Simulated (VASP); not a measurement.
# KC (C2/m) in VASP: notebook

Runs on KC. Level: LDA. Tasks: single point.

All numbers are computed with VASP 6.6.1; they aren't measurements. Logs are shortened: lines on timing, memory, paths and dates and some standing lists are left out, and cuts for length are marked.

### 1 The cell of the first run

It takes space group C2/m (No. 12, monoclinic). Conventional cell: a = 7.563 Å, b = 4.365 Å, c = 7.565 Å, α = 90.00°, β = 109.52°, γ = 90.00°. K (site symmetry m) has 6 C at 3.05 to 3.13 Å within 4.0 Å. C (site symmetry 2/m) has 6 K at 3.05 to 3.10 Å within 4.0 Å. Within 4.0 Å of C (site symmetry 2/m) lie 6 K at 3.07 to 3.13 Å.

### 2 Single point, LDA

INCAR

```
ALGO = Normal
EDIFF = 1E-6
ENCUT = 520
GGA = CA
ISIF = 2
ISMEAR = 1
LASPH = True
LCHARG = False
LREAL = False
LWAVE = False
NBANDS = 21
NELM = 80
PREC = Accurate
SIGMA = 0.01
```

KPOINTS

```
Automatic mesh
0
Gamma
  4 4 2
  0.5 0.5 0.5
```

POSCAR

```
KC
1.0
    3.7817420000     -2.1823030000      0.0000000000
    3.7817420000      2.1823030000      0.0000000000
   -2.5274130000      0.0000000000      7.1307790000
K C
2 2
Direct
    0.7557220000      0.7557220000      0.2497460000
    0.2442780000      0.2442780000      0.7502540000
    0.0000000000      0.0000000000      0.0000000000
    0.5000000000      0.5000000000      0.5000000000
```

Potentials or basis: VASP PAW LDA potentials, release 64 (K_sv, C).

Command:

```console
$ cat potpaw_LDA.64/K_sv/POTCAR potpaw_LDA.64/C/POTCAR > POTCAR
$ mpirun -np 1 vasp_std > vasp.out
```

OUTCAR:

```text
EDIFF = 1E-6
   ENCUT = 520
   GGA = CA
   ISIF = 2
   ISMEAR = 1
   LASPH = True
   LREAL = False
   NELM = 80
   PREC = Accurate

 ion  position               nearest neighbor table
   1  0.756  0.756  0.250-
   2  0.244  0.244  0.750-
   3  0.000  0.000  0.000-
   4  0.500  0.500  0.500-

  LATTYP: Found a base centered monoclinic cell.
 ALAT       =     7.5634840000
 B/A-ratio  =     0.5770628985
 C/A-ratio  =     1.0002581149
 COS(beta)  =    -0.3340736631

  Lattice vectors:

 A1 = (   3.7817420000,  -2.1823030000,   0.0000000000)
 A2 = (   3.7817420000,   2.1823030000,   0.0000000000)
 A3 = (  -2.5274130000,   0.0000000000,   7.1307790000)

Analysis of symmetry for initial positions (statically):
=====================================================================
 Subroutine PRICEL returns:
 Original cell was already a primitive cell.

 Routine SETGRP: Setting up the symmetry group for a
 base centered monoclinic supercell.

 Subroutine GETGRP returns: Found  4 space group operations
 (whereof  4 operations were pure point group operations)
 out of a pool of  4 trial point group operations.

The static configuration has the point symmetry C_2h.

Analysis of symmetry for dynamics (positions and initial velocities):
=====================================================================
 Subroutine PRICEL returns:
 Original cell was already a primitive cell.

 Routine SETGRP: Setting up the symmetry group for a
 base centered monoclinic supercell.

 Subroutine GETGRP returns: Found  4 space group operations
 (whereof  4 operations were pure point group operations)
 out of a pool of  4 trial point group operations.

The dynamic configuration has the point symmetry C_2h.

 Subroutine INISYM returns: Found  4 space group operations
 (whereof  4 operations are pure point group operations),
 and found     1 'primitive' translations

----------------------------------------------------------------------------------------

                                     Primitive cell

  volume of cell :     117.6993

  direct lattice vectors                    reciprocal lattice vectors
     3.781742000 -2.182303000  0.000000000     0.132214202 -0.229115755  0.046861625
     3.781742000  2.182303000  0.000000000     0.132214202  0.229115755  0.046861625
    -2.527413000  0.000000000  7.130779000     0.000000000  0.000000000  0.140237133

  length of vectors
     4.366236244  4.366236244  7.565436248     0.268645931  0.268645931  0.140237133

  position of ions in fractional coordinates (direct lattice)
     0.755722000  0.755722000  0.249746000
     0.244278000  0.244278000  0.750254000
     0.000000000  0.000000000  0.000000000
     0.500000000  0.500000000  0.500000000

  ion indices of the primitive-cell ions
   primitive index   ion index
                 1           1
                 2           2
                 3           3
                 4           4

----------------------------------------------------------------------------------------

 KPOINTS: Automatic mesh

Automatic generation of k-mesh.
 Grid dimensions read from file:
 generate k-points for:    4    4    2

 Generating k-lattice:

  Cartesian coordinates                     Fractional coordinates (reciprocal lattice)
     0.033053550 -0.057278939  0.011715406     0.250000000 -0.000000000  0.000000000
     0.033053550  0.057278939  0.011715406    -0.000000000  0.250000000  0.000000000
     0.000000000  0.000000000  0.070118566     0.000000000  0.000000000  0.500000000

  Length of vectors
     0.067161483  0.067161483  0.070118566

  Shift w.r.t. Gamma in fractional coordinates (k-lattice)
     0.500000000  0.500000000  0.500000000

 Subroutine IBZKPT returns following result:
 ===========================================

 Found     10 irreducible k-points:

 Following reciprocal coordinates:
            Coordinates               Weight
  0.125000  0.125000  0.250000      2.000000
  0.375000  0.125000  0.250000      4.000000
 -0.375000  0.125000  0.250000      4.000000
 -0.125000  0.125000  0.250000      4.000000
  0.375000  0.375000  0.250000      2.000000
 -0.375000  0.375000  0.250000      4.000000
 -0.125000  0.375000  0.250000      4.000000
 -0.375000 -0.375000  0.250000      2.000000
 -0.125000 -0.375000  0.250000      4.000000
 -0.125000 -0.125000  0.250000      2.000000
   k-points           NKPTS =     10   k-points in BZ     NKDIM =     10   number of bands    NBANDS=     21
   number of dos      NEDOS =    301   number of ions     NIONS =      4
   total plane-waves  NPLWV =  57344
   dimension x,y,z NGX =    32 NGY =   32 NGZ =   56
   dimension x,y,z NGXF=    64 NGYF=   64 NGZF=  112
   ions per type =               2   2
   NGX,Y,Z   is equivalent  to a cutoff of  12.18, 12.18, 12.31 a.u.
   NGXF,Y,Z  is equivalent  to a cutoff of  24.37, 24.37, 24.61 a.u.
 SYSTEM =  unknown system
   PREC   = accura    normal or accurate (medium, high low for compatibility)
   ISTART =      0    job   : 0-new  1-cont  2-samecut
   ICHARG =      2    charge: 1-file 2-atom 10-const
   ISPIN  =      1    spin polarized calculation?
   LNONCOLLINEAR =      F non collinear calculations
   LSORBIT =      F    spin-orbit coupling
   LASPH  =      T    aspherical Exc in radial PAW
   ENCUT  =  520.0 eV  38.22 Ry    6.18 a.u.   8.12  8.12 14.07*2*pi/ulx,y,z
   NELM   =     80;   NELMIN=  2; NELMDL= -5     # of ELM steps
   EDIFF  = 0.1E-05   stopping-criterion for ELM
   LREAL  =      F    real-space projection
   EDIFFG = 0.1E-04   stopping-criterion for IOM
   NSW    =      0    number of steps for IOM
   IBRION =     -1    ionic relax: 0-MD 1-quasi-New 2-CG
   NFREE  =      0    steps in history (QN), initial steepest desc. (CG)
   ISIF   =      2    stress and relaxation
   ISYM   =      2    0-nonsym 1-usesym 2-fastsym
   POTIM  = 0.5000    time-step for ionic-motion
   TEBEG  =    0.0;   TEEND  =   0.0 temperature during run
   PSTRESS=    0.0 pullay stress
   NELECT =      26.0000    total number of electrons
   NUPDOWN=      -1.0000    fix difference up-down
   EMIN   =  10.00;   EMAX   =-10.00  energy-range for DOS
   EFERMI =   0.00;   METHOD = LEGACY
   ISMEAR =     1;   SIGMA  =   0.01  broadening in eV -4-tet -1-fermi 0-gaus
   EFERMI_NEDOS =   21; number of points for ismear=-14 and -15
   IALGO  =     38    algorithm
   IMIX   =      4    mixing-type and parameters
     AMIX     =   0.40;   BMIX     =  1.00
     AMIX_MAG =   1.60;   BMIX_MAG =  1.00
  volume/ion in A,a.u.               =      29.42       198.57
  Fermi-wavevector in a.u.,A,eV,Ry     =   0.989634  1.870137 13.325214  0.979376
  Thomas-Fermi vector in A             =   2.121247
   LORBIT       =      0    0 simple, 1 ext, 2 COOP (PROOUT), +10 PAW based schemes
   GGA     = CA    functional components
   LHFCALC =     F    Hartree Fock is set to
   AEXX    =    0.0000 exact exchange contribution
   IVDW    =     0    specifies the selected vdW correction
   LEPSILON=     F    determine dielectric tensor
   LRPA    =     F    only Hartree local field effects (RPA)
 non-spin polarized calculation
 Methfessel and Paxton  Order N= 1 SIGMA  =   0.01
  energy-cutoff  :      520.00
  volume of cell :      117.70
 maximum number of plane-waves:      3186
   NGX = 17   NGY = 17   NGZ = 29

 number of electron      26.0000001 magnetization

 Free energy of the ion-electron system (eV)
  ---------------------------------------------------
  ext. energy  EPLUGINS =         0.00000000
  ---------------------------------------------------
  free energy    TOTEN  =       -10.30019317 eV

  energy without entropy =      -10.29991232  energy(sigma->0) =      -10.30009955

 E-fermi :  -0.9319     XC(G=0):  -7.8464

 val. band max:       -0.9352799433   @ k =  -0.1250  -0.1250   0.2500
 cond. band min:      -0.9308001784   @ k =  -0.3750   0.3750   0.2500
 fundamental gap:      0.0044797650
 Fermi energy:        -0.9318779677

 k-point     1 :       0.1250    0.1250    0.2500
  band No.  band energies     occupation
      1     -29.9476      2.00000
      2     -29.9412      2.00000
      3     -13.8186      2.00000
      4     -13.7150      2.00000
      5     -13.6610      2.00000
      6     -13.6588      2.00000
[... 13 lines left out ...]
     20       5.0375      0.00000
     21       5.8328      0.00000

 k-point     2 :       0.3750    0.1250    0.2500
  band No.  band energies     occupation
      1     -29.9397      2.00000
      2     -29.9383      2.00000
      3     -13.8216      2.00000
      4     -13.7836      2.00000
      5     -13.6983      2.00000
      6     -13.6842      2.00000
[... 13 lines left out ...]
     20       5.0473      0.00000
     21       7.1049      0.00000

 k-point     3 :      -0.3750    0.1250    0.2500
  band No.  band energies     occupation
      1     -29.9390      2.00000
      2     -29.9346      2.00000
      3     -13.8567      2.00000
      4     -13.7885      2.00000
      5     -13.7158      2.00000
      6     -13.7133      2.00000
[... 13 lines left out ...]
     20       6.1841      0.00000
     21       6.2670      0.00000

 k-point     4 :      -0.1250    0.1250    0.2500
  band No.  band energies     occupation
      1     -29.9460      2.00000
      2     -29.9383      2.00000
      3     -13.8189      2.00000
      4     -13.7395      2.00000
      5     -13.6987      2.00000
      6     -13.6635      2.00000
[... 13 lines left out ...]
     20       5.0418      0.00000
     21       6.2977      0.00000

 k-point     5 :       0.3750    0.3750    0.2500
  band No.  band energies     occupation
      1     -29.9390      2.00000
      2     -29.9372      2.00000
      3     -13.8505      2.00000
      4     -13.7956      2.00000
      5     -13.6922      2.00000
      6     -13.6867      2.00000
[... 13 lines left out ...]
     20       5.2995      0.00000
     21       7.0379      0.00000

 k-point     6 :      -0.3750    0.3750    0.2500
  band No.  band energies     occupation
      1     -29.9366      2.00000
      2     -29.9351      2.00000
      3     -13.8175      2.00000
      4     -13.7925      2.00000
      5     -13.7370      2.00000
      6     -13.7260      2.00000
[... 13 lines left out ...]
     20       5.5268      0.00000
     21       6.8900      0.00000

 k-point     7 :      -0.1250    0.3750    0.2500
  band No.  band energies     occupation
      1     -29.9371      2.00000
      2     -29.9364      2.00000
      3     -13.8383      2.00000
      4     -13.7979      2.00000
      5     -13.7093      2.00000
      6     -13.6995      2.00000
[... 13 lines left out ...]
     20       5.2642      0.00000
     21       7.1003      0.00000

 k-point     8 :      -0.3750   -0.3750    0.2500
  band No.  band energies     occupation
      1     -29.9413      2.00000
      2     -29.9349      2.00000
      3     -13.8155      2.00000
      4     -13.7790      2.00000
      5     -13.7580      2.00000
      6     -13.6842      2.00000
[... 13 lines left out ...]
     20       5.9360      0.00000
     21       6.7208      0.00000

 k-point     9 :      -0.1250   -0.3750    0.2500
  band No.  band energies     occupation
      1     -29.9428      2.00000
      2     -29.9352      2.00000
      3     -13.7962      2.00000
      4     -13.7882      2.00000
      5     -13.7376      2.00000
      6     -13.6942      2.00000
[... 13 lines left out ...]
     20       5.5347      0.00000
     21       6.3498      0.00000

 k-point    10 :      -0.1250   -0.1250    0.2500
  band No.  band energies     occupation
      1     -29.9498      2.00000
      2     -29.9389      2.00000
      3     -13.8536      2.00000
      4     -13.6769      2.00000
      5     -13.6745      2.00000
      6     -13.6529      2.00000
[... 13 lines left out ...]
     20       5.3022      0.00000
     21       5.8655      0.00000

------------------------ aborting loop because EDIFF is reached ----------------------------------------

  FORCE on cell =-STRESS in cart. coord.  units (eV):
  Direction    XX          YY          ZZ          XY          YZ          ZX
  --------------------------------------------------------------------------------------
  -------------------------------------------------------------------------------------
  Total       -2.6323752     -2.4077053     -2.5322142      0.0000000      0.0000000      0.1733437
  in kB      -35.8331061    -32.7747958    -34.4696688      0.0000000      0.0000000      2.3596345
  external PRESSURE =     -34.3591902 kB  Pullay stress =       0.0000000 kB

 VOLUME and BASIS-vectors are now :
 -----------------------------------------------------------------------------
  energy-cutoff  :      520.00
  volume of cell :      117.70
      direct lattice vectors                 reciprocal lattice vectors
     3.781742000 -2.182303000  0.000000000     0.132214202 -0.229115755  0.046861625
     3.781742000  2.182303000  0.000000000     0.132214202  0.229115755  0.046861625
    -2.527413000  0.000000000  7.130779000     0.000000000  0.000000000  0.140237133

 POSITION                                       TOTAL-FORCE (eV/Angst)
 -----------------------------------------------------------------------------------
      5.08468      0.00000      1.78088        -0.040510      0.000000     -0.006018
     -0.04861      0.00000      5.34990         0.040510      0.000000      0.006018
      0.00000      0.00000      0.00000         0.000000      0.000000     -0.000000
      2.51804      0.00000      3.56539         0.000000      0.000000     -0.000000
 -----------------------------------------------------------------------------------
    total drift:                                0.000000      0.000000      0.000000

  FREE ENERGIE OF THE ION-ELECTRON SYSTEM (eV)
  ---------------------------------------------------
  free  energy   TOTEN  =       -10.3001931666 eV

  energy  without entropy=      -10.2999123236  energy(sigma->0) =      -10.30009955
```

Wall time 38 s (1 thread of Intel Xeon 8259CL, shared host); peak memory 0.2 GiB.

What came out:

- Free energy: -10.3002 eV
- Pressure: -3.4 GPa
- Largest force: 0.041 eV/Å
- Band gap on the k mesh: zero (bands 13 and 14 overlap by 0.26 eV)

Forces on the atoms (eV/Å):
```
K   -0.041  0.000 -0.006
K    0.041  0.000  0.006
C    0.000  0.000  0.000
C    0.000  0.000  0.000
```

Caveat: the k points lie up to 0.44 Å⁻¹ apart.

### 3 Single point, LDA

INCAR

```
SYSTEM = KC
ALGO = Normal
EDIFF = 1E-6
ENCUT = 520
ISIF = 2
ISMEAR = 1
LASPH = .True.
LCHARG = .False.
LREAL = .False.
LWAVE = .False.
NBANDS = 21
NELM = 80
PREC = Accurate
SIGMA = 0.01
```

KPOINTS is that of step 2.

POSCAR is that of step 2.

Potentials or basis: VASP PAW LDA potentials, release 64 (K_sv, C).

Command:

```console
$ cat potpaw_LDA.64/K_sv/POTCAR potpaw_LDA.64/C/POTCAR > POTCAR
$ mpirun -np 1 vasp_std > vasp.out
```

Wall time 37 s (1 thread of Intel Xeon 8259CL, shared host); peak memory 0.19 GiB.

It converged, with:

```
Free energy            : -10.3002 eV
Pressure               : -3.4 GPa
Largest force          : 0.041 eV/Å
Band gap on the k mesh : zero (bands 13 and 14 overlap by 0.26 eV)
```

Forces on the atoms (eV/Å):
```
K   -0.041  0.000 -0.006
K    0.041  0.000  0.006
C    0.000  0.000  0.000
C    0.000  0.000  0.000
```

Stress tensor (GPa, compression positive):
```
-3.58  0.00  0.24
 0.00 -3.28  0.00
 0.24  0.00 -3.45
```

Levels at points of the mesh, in eV from the Fermi level:
```
           k point  band 10  band 11  band 12  band 13  band 14  band 15  band 16  band 17
(0.12, 0.12, 0.25)    -7.95    -0.79    -0.20     0.07     0.20     0.35     0.36     4.40
```

Caveat: the k points lie up to 0.44 Å⁻¹ apart.
